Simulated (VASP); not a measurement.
# SnSe (I-4m2) in VASP: a series of runs

Aim: see how the results for SnSe move with the level of theory and the settings. Levels: PBE, r2SCAN, HSE06. Tasks: single point.

Everything below comes from runs of VASP 6.6.1. Logs are shortened: lines on timing, memory, paths and dates and some standing lists are left out, and cuts for length are marked.

### 1 The cell of the first run

The structure is tetragonal, space group I-4m2 (No. 119). The conventional cell has a = 4.902 Å, b = 4.902 Å, c = 6.728 Å, α = 90.00°, β = 90.00°, γ = 90.00°. Within 3.9 Å of Sn (site symmetry -4m2) lie 4 Se at 2.97 Å. Within 3.9 Å of Se (site symmetry -4m2) lie 4 Sn at 2.97 Å.

### 2 Single point, PBE (biaxial xy strain +3.0%)

File INCAR:

```
PREC     = Accurate       # precision mode
ENCUT    = 520            # plane-wave cutoff, eV
EDIFF    = 1E-6           # SCF threshold, eV
ISMEAR   = -1             # smearing method
SIGMA    = 0.02           # smearing width, eV
LREAL    = False          # projectors in reciprocal space
LASPH    = True           # aspherical terms in the spheres
NELM     = 60             # most SCF steps
ALGO     = Normal         # electronic algorithm
ISIF     = 2              # what is computed and relaxed
LWAVE    = False          # write WAVECAR
LCHARG   = True           # write CHGCAR
GGA      = PE             # functional
LELF     = True           # ELF
LVHAR    = True         
NBANDS   = 17             # bands
```

File KPOINTS:

```
regular mesh
0
Gamma
  6 6 6
```

File POSCAR:

```
SnSe
1.0
    0.0000000000      3.4665858174      3.3639842963
    3.4665858174      0.0000000000      3.3639842963
    3.4665858174      3.4665858174      0.0000000000
Sn Se
1 1
Direct
    0.0000000000      0.0000000000      0.0000000000
    0.2500000000      0.2500000000      0.2500000000
```

Potentials or basis: VASP PAW PBE potentials, release 64 (Sn_d, Se).

Started as:

```bash
$ cat potpaw_PBE.64/Sn_d/POTCAR potpaw_PBE.64/Se/POTCAR > POTCAR
$ mpirun -np 1 vasp_std > vasp.out
```

OUTCAR:

```text
PREC = Accurate
   ENCUT = 520
   EDIFF = 1E-6
   ISMEAR = -1
   LREAL = False
   LASPH = True
   NELM = 60
   ISIF = 2
   GGA = PE

 ion  position               nearest neighbor table
   1  0.000  0.000  0.000-   2 2.97   2 2.97   2 2.97   2 2.97
   2  0.250  0.250  0.250-   1 2.97   1 2.97   1 2.97   1 2.97

  LATTYP: Found a body centered tetragonal cell.
 ALAT       =     4.9024926781
 C/A-ratio  =     1.3723566835

  Lattice vectors:

 A1 = (   0.0000000000,  -3.4665858174,  -3.3639842963)
 A2 = (   0.0000000000,   3.4665858174,  -3.3639842963)
 A3 = (   3.4665858174,   0.0000000000,   3.3639842963)

Analysis of symmetry for initial positions (statically):
=====================================================================
 Subroutine PRICEL returns:
 Original cell was already a primitive cell.

 Routine SETGRP: Setting up the symmetry group for a
 body centered tetragonal supercell.

 Subroutine GETGRP returns: Found  8 space group operations
 (whereof  8 operations were pure point group operations)
 out of a pool of 16 trial point group operations.

The static configuration has the point symmetry D_2d.

Analysis of symmetry for dynamics (positions and initial velocities):
=====================================================================
 Subroutine PRICEL returns:
 Original cell was already a primitive cell.

 Routine SETGRP: Setting up the symmetry group for a
 body centered tetragonal supercell.

 Subroutine GETGRP returns: Found  8 space group operations
 (whereof  8 operations were pure point group operations)
 out of a pool of 16 trial point group operations.

The dynamic configuration has the point symmetry D_2d.

 Subroutine INISYM returns: Found  8 space group operations
 (whereof  8 operations are pure point group operations),
 and found     1 'primitive' translations

----------------------------------------------------------------------------------------

                                     Primitive cell

  volume of cell :      80.8515

  direct lattice vectors                    reciprocal lattice vectors
     0.000000000  3.466585817  3.363984296    -0.144234133  0.144234133  0.148633274
     3.466585817  0.000000000  3.363984296     0.144234133 -0.144234133  0.148633274
     3.466585817  3.466585817  0.000000000     0.144234133  0.144234133 -0.148633274

  length of vectors
     4.830487302  4.830487302  4.902492678     0.252386252  0.252386252  0.252386252

  position of ions in fractional coordinates (direct lattice)
     0.000000000  0.000000000  0.000000000
     0.250000000  0.250000000  0.250000000

  ion indices of the primitive-cell ions
   primitive index   ion index
                 1           1
                 2           2

----------------------------------------------------------------------------------------

 KPOINTS: regular mesh

Automatic generation of k-mesh.
 Grid dimensions read from file:
 generate k-points for:    6    6    6

 Generating k-lattice:

  Cartesian coordinates                     Fractional coordinates (reciprocal lattice)
    -0.024039022  0.024039022  0.024772212     0.166666667 -0.000000000  0.000000000
     0.024039022 -0.024039022  0.024772212    -0.000000000  0.166666667  0.000000000
     0.024039022  0.024039022 -0.024772212     0.000000000  0.000000000  0.166666667

  Length of vectors
     0.042064375  0.042064375  0.042064375

  Shift w.r.t. Gamma in fractional coordinates (k-lattice)
     0.000000000  0.000000000  0.000000000

 Subroutine IBZKPT returns following result:
 ===========================================

 Found     30 irreducible k-points:

 Following reciprocal coordinates:
            Coordinates               Weight
  0.000000  0.000000  0.000000      1.000000
  0.166667 -0.000000  0.000000      8.000000
  0.333333 -0.000000  0.000000      8.000000
  0.500000 -0.000000  0.000000      4.000000
  0.166667  0.166667  0.000000      2.000000
  0.333333  0.166667  0.000000      8.000000
[... 16 lines left out ...]
  0.333333  0.000000  0.333333      4.000000
  0.500000 -0.000000  0.333333     16.000000
 [... further k-points ...]
   k-points           NKPTS =     30   k-points in BZ     NKDIM =     30   number of bands    NBANDS=     17
   number of dos      NEDOS =    301   number of ions     NIONS =      2
   total plane-waves  NPLWV =  46656
   dimension x,y,z NGX =    36 NGY =   36 NGZ =   36
   dimension x,y,z NGXF=    72 NGYF=   72 NGZF=   72
   ions per type =               1   1
   NGX,Y,Z   is equivalent  to a cutoff of  12.39, 12.39, 12.21 a.u.
   NGXF,Y,Z  is equivalent  to a cutoff of  24.78, 24.78, 24.42 a.u.
 SYSTEM =  unknown system
   PREC   = accura    normal or accurate (medium, high low for compatibility)
   ISTART =      0    job   : 0-new  1-cont  2-samecut
   ICHARG =      2    charge: 1-file 2-atom 10-const
   ISPIN  =      1    spin polarized calculation?
   LNONCOLLINEAR =      F non collinear calculations
   LSORBIT =      F    spin-orbit coupling
   LASPH  =      T    aspherical Exc in radial PAW
   ENCUT  =  520.0 eV  38.22 Ry    6.18 a.u.   8.98  8.98  9.12*2*pi/ulx,y,z
   NELM   =     60;   NELMIN=  2; NELMDL= -5     # of ELM steps
   EDIFF  = 0.1E-05   stopping-criterion for ELM
   LREAL  =      F    real-space projection
   EDIFFG = 0.1E-04   stopping-criterion for IOM
   NSW    =      0    number of steps for IOM
   IBRION =     -1    ionic relax: 0-MD 1-quasi-New 2-CG
   NFREE  =      0    steps in history (QN), initial steepest desc. (CG)
   ISIF   =      2    stress and relaxation
   ISYM   =      2    0-nonsym 1-usesym 2-fastsym
   POTIM  = 0.5000    time-step for ionic-motion
   TEBEG  =    0.0;   TEEND  =   0.0 temperature during run
   PSTRESS=    0.0 pullay stress
   NELECT =      20.0000    total number of electrons
   NUPDOWN=      -1.0000    fix difference up-down
   EMIN   =  10.00;   EMAX   =-10.00  energy-range for DOS
   EFERMI =   0.00;   METHOD = LEGACY
   ISMEAR =    -1;   SIGMA  =   0.02  broadening in eV -4-tet -1-fermi 0-gaus
   EFERMI_NEDOS =   21; number of points for ismear=-14 and -15
   IALGO  =     38    algorithm
   IMIX   =      4    mixing-type and parameters
     AMIX     =   0.40;   BMIX     =  1.00
     AMIX_MAG =   1.60;   BMIX_MAG =  1.00
  volume/ion in A,a.u.               =      40.43       272.81
  Fermi-wavevector in a.u.,A,eV,Ry     =   1.027674  1.942023 14.369313  1.056115
  Thomas-Fermi vector in A             =   2.161632
   LORBIT       =      0    0 simple, 1 ext, 2 COOP (PROOUT), +10 PAW based schemes
   GGA     = PE    functional components
   LHFCALC =     F    Hartree Fock is set to
   AEXX    =    0.0000 exact exchange contribution
   IVDW    =     0    specifies the selected vdW correction
   LEPSILON=     F    determine dielectric tensor
   LRPA    =     F    only Hartree local field effects (RPA)
 non-spin polarized calculation
  energy-cutoff  :      520.00
  volume of cell :       80.85
 maximum number of plane-waves:      2192
   NGX = 17   NGY = 17   NGZ = 19

 number of electron      19.9999992 magnetization

 Free energy of the ion-electron system (eV)
  ---------------------------------------------------
  ext. energy  EPLUGINS =         0.00000000
  ---------------------------------------------------
  free energy    TOTEN  =        -7.74464085 eV

  energy without entropy =       -7.74461791  energy(sigma->0) =       -7.74462938

 E-fermi :   2.4952     XC(G=0):  -7.5870

 val. band max:        2.3719796182   @ k =  -0.3333   0.1667   0.5000
 cond. band min:       2.5905646676   @ k =   0.5000   0.5000   0.0000
 fundamental gap:      0.2185850495
 Fermi energy:         2.4951638994

 k-point     1 :       0.0000    0.0000    0.0000
  band No.  band energies     occupation
      1     -19.2799      2.00000
      2     -19.2799      2.00000
      3     -19.2757      2.00000
      4     -19.2726      2.00000
      5     -19.2680      2.00000
      6     -10.4496      2.00000
[... 9 lines left out ...]
     16      10.1014      0.00000
     17      10.9367      0.00000

 k-point     2 :       0.1667   -0.0000    0.0000
  band No.  band energies     occupation
      1     -19.2801      2.00000
      2     -19.2793      2.00000
      3     -19.2755      2.00000
      4     -19.2725      2.00000
      5     -19.2679      2.00000
      6     -10.3603      2.00000
[... 9 lines left out ...]
     16       9.4371      0.00000
     17      10.5450      0.00000

 k-point     3 :       0.3333   -0.0000    0.0000
  band No.  band energies     occupation
      1     -19.2808      2.00000
      2     -19.2782      2.00000
      3     -19.2753      2.00000
      4     -19.2720      2.00000
      5     -19.2676      2.00000
      6     -10.1642      2.00000
[... 9 lines left out ...]
     16       9.4989      0.00000
     17      10.7323      0.00000

 k-point     4 :       0.5000   -0.0000    0.0000
  band No.  band energies     occupation
      1     -19.2813      2.00000
      2     -19.2778      2.00000
      3     -19.2753      2.00000
      4     -19.2716      2.00000
      5     -19.2673      2.00000
      6     -10.0553      2.00000
[... 9 lines left out ...]
     16      10.2693      0.00000
     17      10.2829      0.00000
[... 343 lines left out ...]
      1     -19.2815      2.00000
      2     -19.2756      2.00000
      3     -19.2750      2.00000
      4     -19.2735      2.00000
      5     -19.2667      2.00000
      6      -9.9054      2.00000
[... 9 lines left out ...]
     16      11.2550      0.00000
     17      11.3973      0.00000

 k-point    23 :       0.3333    0.0000    0.3333
  band No.  band energies     occupation
      1     -19.2843      2.00000
      2     -19.2761      2.00000
      3     -19.2726      2.00000
      4     -19.2723      2.00000
      5     -19.2680      2.00000
      6     -10.0691      2.00000
[... 9 lines left out ...]
     16      11.1753      0.00000
     17      12.7355      0.00000

 k-point    24 :       0.5000   -0.0000    0.3333
  band No.  band energies     occupation
      1     -19.2845      2.00000
      2     -19.2756      2.00000
      3     -19.2726      2.00000
      4     -19.2719      2.00000
      5     -19.2679      2.00000
      6      -9.9563      2.00000
[... 9 lines left out ...]
     16      10.9843      0.00000
     17      12.3289      0.00000

 [... further k-points ...]
[... 5 lines left out ...]
  --------------------------------------------------------------------------------------
  -------------------------------------------------------------------------------------
  Total       -0.5655338     -0.5655338     -0.5082919      0.0000000      0.0000000      0.0000000
  in kB      -11.2067913    -11.2067913    -10.0724686      0.0000000      0.0000000      0.0000000
  external PRESSURE =     -10.8286837 kB  Pullay stress =       0.0000000 kB

 VOLUME and BASIS-vectors are now :
 -----------------------------------------------------------------------------
  energy-cutoff  :      520.00
  volume of cell :       80.85
      direct lattice vectors                 reciprocal lattice vectors
     0.000000000  3.466585817  3.363984296    -0.144234133  0.144234133  0.148633274
     3.466585817  0.000000000  3.363984296     0.144234133 -0.144234133  0.148633274
     3.466585817  3.466585817  0.000000000     0.144234133  0.144234133 -0.148633274

 POSITION                                       TOTAL-FORCE (eV/Angst)
 -----------------------------------------------------------------------------------
      0.00000      0.00000      0.00000         0.000000      0.000000      0.000000
      1.73329      1.73329      1.68199        -0.000000     -0.000000     -0.000000
 -----------------------------------------------------------------------------------
    total drift:                                0.000000      0.000000     -0.000000

  FREE ENERGIE OF THE ION-ELECTRON SYSTEM (eV)
  ---------------------------------------------------
  free  energy   TOTEN  =        -7.7446408499 eV

  energy  without entropy=       -7.7446179059  energy(sigma->0) =       -7.74462938
```

Run time: 31 s. Hardware: 1 thread of Intel Xeon Platinum 8488C (Sapphire Rapids), shared host; peak memory 0.21 GiB.

What came out:

```yaml
Free_energy: -7.7446 eV
Pressure: -1.1 GPa
Band_gap_on_the_k_mesh: 0.22 eV (least direct gap 0.72 eV)
```

Caveat: the cell differs from its parent crystal (biaxial xy strain +3.0%); the structure was generated, so it needn't be the stable form of SnSe; semilocal functionals underestimate gaps, and a narrow one can read as zero; spin-orbit coupling is left out, which moves the levels of the heavy elements.

(Continued in part 2 of 2.)
